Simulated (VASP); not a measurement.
# TaN (Fm-3m) in VASP: further runs, part 2 of 2

VASP 6.6.1. Earlier steps stand in the parts before.

### 5 Single point, r2SCAN+U

This run uses another cell than the first one, of 10.90 Å³/atom, 0.951 times its volume.

POSCAR

```
TaN
1.0
    0.0000000000      2.2170239280      2.2170239280
    2.2170239280      0.0000000000      2.2170239280
    2.2170239280      2.2170239280      0.0000000000
Ta N
1 1
Direct
    0.5000000000      0.5000000000      0.5000000000
    0.0000000000      0.0000000000      0.0000000000
```

INCAR.step1

```
SYSTEM = TaN
PREC = Accurate
ENCUT = 660
ISMEAR = -1
SIGMA = 0.05
LREAL = .False.
LASPH = .True.
NELM = 200
LMAXMIX = 4
LDAU = .True.
LDAUTYPE = 2
LDAUL = 2 -1
LDAUU = 8 0
LDAUJ = 0 0
NBANDS = 15
GGA = PE
ALGO = Normal
EDIFF = 1E-5
LWAVE = .True.
LCHARG = .False.
GGA_COMPAT = .False.
```

INCAR.step2

```
SYSTEM = TaN
PREC = Accurate
ENCUT = 660
EDIFF = 1E-6
ISMEAR = -1
SIGMA = 0.05
LREAL = .False.
LASPH = .True.
NELM = 200
ALGO = Normal
ISIF = 2
LWAVE = .False.
LCHARG = .False.
LMAXMIX = 4
LDAU = .True.
LDAUTYPE = 2
LDAUL = 2 -1
LDAUU = 8 0
LDAUJ = 0 0
LDAUPRINT = 1
METAGGA = R2SCAN
LMIXTAU = .True.
NBANDS = 15
ISTART = 1
GGA_COMPAT = .False.
```

KPOINTS

```
Automatic mesh
0
Gamma
  10 10 10
  0 0 0
```

Potentials or basis: VASP PAW PBE potentials, release 64 (Ta_pv, N).

Run with:

```bash
> cat potpaw_PBE.64/Ta_pv/POTCAR potpaw_PBE.64/N/POTCAR > POTCAR
> cp INCAR.step1 INCAR
> mpirun -np 1 vasp_std > vasp.out
> cp INCAR.step2 INCAR
> mpirun -np 1 vasp_std > vasp.out
```

OUTCAR:

```text
SYSTEM = TaN
   PREC = Accurate
   ENCUT = 660
   EDIFF = 1E-6
   ISMEAR = -1
   LREAL = .False.
   LASPH = .True.
   NELM = 200
   ISIF = 2
   METAGGA = R2SCAN
   ISTART = 1

 ion  position               nearest neighbor table
   1  0.500  0.500  0.500-   2 2.22   2 2.22   2 2.22   2 2.22   2 2.22   2 2.22
   2  0.000  0.000  0.000-   1 2.22   1 2.22   1 2.22   1 2.22   1 2.22   1 2.22

  LATTYP: Found a face centered cubic cell.
 ALAT       =     4.4340478560

  Lattice vectors:

 A1 = (   0.0000000000,   2.2170239280,   2.2170239280)
 A2 = (   2.2170239280,   0.0000000000,   2.2170239280)
 A3 = (   2.2170239280,   2.2170239280,   0.0000000000)

Analysis of symmetry for initial positions (statically):
=====================================================================
 Subroutine PRICEL returns:
 Original cell was already a primitive cell.

 Routine SETGRP: Setting up the symmetry group for a
 face centered cubic supercell.

 Subroutine GETGRP returns: Found 48 space group operations
 (whereof 48 operations were pure point group operations)
 out of a pool of 48 trial point group operations.

The static configuration has the point symmetry O_h .

Analysis of symmetry for dynamics (positions and initial velocities):
=====================================================================
 Subroutine PRICEL returns:
 Original cell was already a primitive cell.

 Routine SETGRP: Setting up the symmetry group for a
 face centered cubic supercell.

 Subroutine GETGRP returns: Found 48 space group operations
 (whereof 48 operations were pure point group operations)
 out of a pool of 48 trial point group operations.

The dynamic configuration has the point symmetry O_h .

[... 169 lines left out ...]
  o =  0.2501  v =  0.0000  0.0000  0.0000  0.0000  0.0000  0.0000 -0.9836 -0.0000  0.1803 -0.0000      0.0000  0.0000  0.0000  0.0000  0.0000  0.0000  0.0000  0.0000  0.0000  0.0000
  o =  0.2501  v =  1.0000  0.0000  0.0000  0.0000  0.0000  0.0000  0.0000  0.0000  0.0000  0.0000      0.0000  0.0000  0.0000  0.0000  0.0000  0.0000  0.0000  0.0000  0.0000  0.0000
  o =  0.2501  v =  0.0000  0.0000  0.0000  0.0000  0.0000  1.0000  0.0000  0.0000  0.0000  0.0000      0.0000  0.0000  0.0000  0.0000  0.0000  0.0000  0.0000  0.0000  0.0000  0.0000

 number of electron      15.9999999 magnetization

 Free energy of the ion-electron system (eV)
  ---------------------------------------------------
  ext. energy  EPLUGINS =         0.00000000
  ---------------------------------------------------
  free energy    TOTEN  =       -52.55950972 eV

  energy without entropy =      -52.55538177  energy(sigma->0) =      -52.55744574

 E-fermi :  10.3785     XC(G=0): -14.3720

 val. band max:       10.2106990667   @ k =  -0.3000   0.4000   0.2000
 cond. band min:      10.4131701949   @ k =  -0.3000   0.3000   0.1000
 fundamental gap:      0.2024711281
 Fermi energy:        10.3784704210

 k-point     1 :       0.0000    0.0000    0.0000
  band No.  band energies     occupation
      1     -28.5921      2.00000
      2     -28.5921      2.00000
      3     -28.5921      2.00000
      4     -10.1226      2.00000
      5       5.7596      2.00000
      6       5.7596      2.00000
      7       5.7596      2.00000
      8       8.4326      2.00000
      9       8.4326      2.00000
     10       8.4326      2.00000
     11      11.0044      0.00001
     12      11.3728      0.00000
     13      11.3728      0.00000
     14      17.6272      0.00000
[... 401 lines left out ...]
      2     -28.8050      2.00000
      3     -28.7827      2.00000
      4      -8.3414      2.00000
      5       1.5422      2.00000
      6       3.8685      2.00000
      7       4.4378      2.00000
      8       6.2758      2.00000
      9      13.3331      0.00000
     10      13.4830      0.00000
     11      13.6682      0.00000
     12      14.1406      0.00000
     13      17.6100      0.00000
     14      18.9466      0.00000
     15      20.4258      0.00000

 [... further k-points ...]

------------------------ aborting loop because EDIFF is reached ----------------------------------------

  FORCE on cell =-STRESS in cart. coord.  units (eV):
  Direction    XX          YY          ZZ          XY          YZ          ZX
  --------------------------------------------------------------------------------------
  -------------------------------------------------------------------------------------
  Total        2.4060594      2.4060594      2.4060594      0.0000000      0.0000000      0.0000000
  in kB      176.8788042    176.8788042    176.8788042      0.0000000      0.0000000      0.0000000
  external PRESSURE =     176.8788042 kB  Pullay stress =       0.0000000 kB

 VOLUME and BASIS-vectors are now :
 -----------------------------------------------------------------------------
  energy-cutoff  :      660.00
  volume of cell :       21.79
      direct lattice vectors                 reciprocal lattice vectors
     0.000000000  2.217023928  2.217023928    -0.225527561  0.225527561  0.225527561
     2.217023928  0.000000000  2.217023928     0.225527561 -0.225527561  0.225527561
     2.217023928  2.217023928  0.000000000     0.225527561  0.225527561 -0.225527561

 POSITION                                       TOTAL-FORCE (eV/Angst)
 -----------------------------------------------------------------------------------
      2.21702      2.21702      2.21702        -0.000000     -0.000000      0.000000
      0.00000      0.00000      0.00000         0.000000      0.000000     -0.000000
 -----------------------------------------------------------------------------------
    total drift:                                0.000000      0.000000      0.000000

  FREE ENERGIE OF THE ION-ELECTRON SYSTEM (eV)
  ---------------------------------------------------
  free  energy   TOTEN  =       -52.5595097166 eV

  energy  without entropy=      -52.5553817720  energy(sigma->0) =      -52.55744574
```

OUTCAR.step1:

```text
SYSTEM = TaN
   PREC = Accurate
   ENCUT = 660
   ISMEAR = -1
   LREAL = .False.
   LASPH = .True.
[... 657 lines left out ...]
      2.21702      2.21702      2.21702         0.000000     -0.000000      0.000000
      0.00000      0.00000      0.00000        -0.000000      0.000000     -0.000000
 -----------------------------------------------------------------------------------
    total drift:                                0.000000      0.000000      0.000000

  FREE ENERGIE OF THE ION-ELECTRON SYSTEM (eV)
  ---------------------------------------------------
  free  energy   TOTEN  =       -14.7779274913 eV

  energy  without entropy=      -14.7737357041  energy(sigma->0) =      -14.77583160
```

OSZICAR.step1:

```text
N       E                     dE             d eps       ncg     rms          rms(c)
DAV:   1     0.109065031999E+03    0.10907E+03   -0.10025E+04  1410   0.134E+03
DAV:   2    -0.153522147805E+02   -0.12442E+03   -0.11805E+03  1739   0.350E+02
DAV:   3    -0.187639994307E+02   -0.34118E+01   -0.33814E+01  1620   0.538E+01
DAV:   4    -0.187801207352E+02   -0.16121E-01   -0.16110E-01  1760   0.391E+00
DAV:   5    -0.187802462564E+02   -0.12552E-03   -0.12552E-03  1692   0.310E-01    0.222E+01
DAV:   6    -0.148703818271E+02    0.39099E+01   -0.72467E+00  1778   0.310E+01    0.846E+00
DAV:   7    -0.148286936932E+02    0.41688E-01   -0.90341E-01  1669   0.672E+00    0.545E+00
DAV:   8    -0.147898791395E+02    0.38815E-01   -0.26959E-01  1557   0.446E+00    0.134E+00
DAV:   9    -0.147780292293E+02    0.11850E-01   -0.48768E-02  1642   0.186E+00    0.374E-01
DAV:  10    -0.147779326242E+02    0.96605E-04   -0.42969E-03  1621   0.655E-01    0.751E-02
DAV:  11    -0.147779224111E+02    0.10213E-04   -0.16626E-04  1648   0.147E-01    0.233E-02
DAV:  12    -0.147779274913E+02   -0.50801E-05   -0.14507E-05  1279   0.388E-02
   1 F= -.14777927E+02 E0= -.14775832E+02  d E =-.419179E-02
```

Wall time 58 s (1 thread of AMD EPYC 9R45 (Zen 5), shared host); peak memory 0.15 GiB.

Results:

| Property | Result |
| --- | --- |
| Free energy | -52.5595 eV |
| Pressure | 17.7 GPa |
| Band gap on the k mesh | zero (band 8 reaches 12.36 eV, above the bottom of band 9 at 8.43 eV) |

Eigenvalues of the final occupation matrices:
| site | spin | trace | eigenvalues |
| --- | --- | --- | --- |
| site 1 d | 1 | 1.09 | 0.17 0.17 0.25 0.25 0.25 |
| site 1 d | 2 | 1.09 | 0.17 0.17 0.25 0.25 0.25 |

Caveat: the PAW data sets were made with another functional, which shifts forces and pressure a little; spin-orbit coupling is left out, which moves the levels of the heavy elements; U without spin polarisation on a metal has little footing.

### 6 Single point, PBE

This run uses another cell than the first one, of 10.38 Å³/atom, 0.906 times its volume.

INCAR

```
SYSTEM = TaN
PREC = Accurate ; ENCUT = 600
EDIFF = 1E-6 ; ISMEAR = -1
SIGMA = 0.05 ; LREAL = .FALSE.
LASPH = .TRUE. ; NELM = 120
ALGO = Normal ; ISIF = 2
LWAVE = .FALSE. ; LCHARG = .FALSE.
GGA = PE ; NBANDS = 16
GGA_COMPAT = .FALSE.
```

KPOINTS

```
Automatic mesh
0
G
  10 10 10
  0 0 0
```

POSCAR

```
TaN
1.0
    0.0000000000      2.1814365931      2.1814365931
    2.1814365931      0.0000000000      2.1814365931
    2.1814365931      2.1814365931      0.0000000000
Ta N
1 1
Direct
    0.5000000000      0.5000000000      0.5000000000
    0.0000000000      0.0000000000      0.0000000000
```

Potentials or basis: VASP PAW PBE potentials, release 64 (Ta_sv_GW, N).

Run with:

```bash
> cat potpaw_PBE.64/Ta_sv_GW/POTCAR potpaw_PBE.64/N/POTCAR > POTCAR
> mpirun -np 1 vasp_std > vasp.out
```

OUTCAR:

```text
SYSTEM = TaN
   PREC = Accurate
   ENCUT = 600
   EDIFF = 1E-6
   ISMEAR = -1
   LREAL = .FALSE.
   LASPH = .TRUE.
   NELM = 120
   ISIF = 2
   GGA = PE

 ion  position               nearest neighbor table
   1  0.500  0.500  0.500-   2 2.18   2 2.18   2 2.18   2 2.18   2 2.18   2 2.18
   2  0.000  0.000  0.000-   1 2.18   1 2.18   1 2.18   1 2.18   1 2.18   1 2.18

  LATTYP: Found a face centered cubic cell.
 ALAT       =     4.3628731862

  Lattice vectors:

[... 641 lines left out ...]
 [... further k-points ...]

------------------------ aborting loop because EDIFF is reached ----------------------------------------

  FORCE on cell =-STRESS in cart. coord.  units (eV):
  Direction    XX          YY          ZZ          XY          YZ          ZX
  --------------------------------------------------------------------------------------
  -------------------------------------------------------------------------------------
  Total        1.7087894      1.7087894      1.7087894     -0.0000000     -0.0000000     -0.0000000
  in kB      131.8685826    131.8685826    131.8685826     -0.0000000     -0.0000000     -0.0000000
  external PRESSURE =     131.8685826 kB  Pullay stress =       0.0000000 kB

 VOLUME and BASIS-vectors are now :
 -----------------------------------------------------------------------------
  energy-cutoff  :      600.00
  volume of cell :       20.76
      direct lattice vectors                 reciprocal lattice vectors
     0.000000000  2.181436593  2.181436593    -0.229206754  0.229206754  0.229206754
     2.181436593  0.000000000  2.181436593     0.229206754 -0.229206754  0.229206754
     2.181436593  2.181436593  0.000000000     0.229206754  0.229206754 -0.229206754

 POSITION                                       TOTAL-FORCE (eV/Angst)
 -----------------------------------------------------------------------------------
      2.18144      2.18144      2.18144        -0.000000      0.000000     -0.000000
      0.00000      0.00000      0.00000         0.000000     -0.000000      0.000000
 -----------------------------------------------------------------------------------
    total drift:                                0.000000      0.000000      0.000000

  FREE ENERGIE OF THE ION-ELECTRON SYSTEM (eV)
  ---------------------------------------------------
  free  energy   TOTEN  =       -24.3393385401 eV

  energy  without entropy=      -24.3338577303  energy(sigma->0) =      -24.33659814
```

It took 15 s on 1 thread of Intel Xeon Platinum 8559C (Emerald Rapids), shared host; peak memory 0.17 GiB.

Results:

* Free energy: -24.3393 eV
* Pressure: 13.2 GPa
* Band gap on the k mesh: zero (band 9 reaches 16.17 eV, above the bottom of band 10 at 12.02 eV)

Levels at points of the mesh, in eV from the Fermi level:
| k point | band 6 | band 7 | band 8 | band 9 | band 10 | band 11 | band 12 | band 13 |
| --- | --- | --- | --- | --- | --- | --- | --- | --- |
| (0.00, 0.00, 0.00) | -3.91 | -3.91 | -3.91 | -2.20 | -2.20 | -2.20 | 0.05 | 0.05 |
| (0.50, 0.00, 0.00) | -10.59 | -7.77 | -7.77 | 1.95 | 1.95 | 2.04 | 3.84 | 7.77 |
| (0.50, 0.50, 0.00) | -6.71 | -5.65 | -4.71 | -4.71 | 2.18 | 3.66 | 3.66 | 4.77 |

Caveat: spin-orbit coupling is left out, which moves the levels of the heavy elements.

### 7 The runs side by side

```tsv
level	potentials or basis	U	cell	cutoff (eV)	second run	gap on the mesh (eV)	pressure (GPa)
BLYP+D3(BJ)	VASP PAW PBE potentials, release 64 (Ta_pv, N)	-	a = 3.189 Å, angles 60.0°, 2 atoms	600	-	none	-21.1
PBEsol+U	VASP PAW PBE potentials, release 64 (Ta_pv, N)	Ta d U = 8.0 eV	a = 3.127 Å, angles 60.0°, 2 atoms	600	-	none	14.9
r2SCAN+rVV10	VASP PAW PBE potentials, release 64 (Ta_pv, N)	-	a = 3.102 Å, angles 60.0°, 2 atoms	660	-	none	2.7
r2SCAN+U	VASP PAW PBE potentials, release 64 (Ta_pv, N)	Ta d U = 8.0 eV	a = 3.135 Å, angles 60.0°, 2 atoms	660	-	none	17.7
PBE	VASP PAW PBE potentials, release 64 (Ta_sv_GW, N)	-	a = 3.085 Å, angles 60.0°, 2 atoms	600	valence_matched	none	13.2
```

Alike in all rows: task single point; no spin polarisation; k mesh 10 × 10 × 10; smearing fermi-dirac 0.05 eV.

Caveats: spin-orbit coupling is left out, which moves the levels of the heavy elements; the PAW data sets were made with another functional, which shifts forces and pressure a little (some runs); U without spin polarisation on a metal has little footing (some runs); pairwise dispersion overbinds metals, which lowers pressure and volume (some runs).

Absolute energies hang on the potentials; compare differences alone.
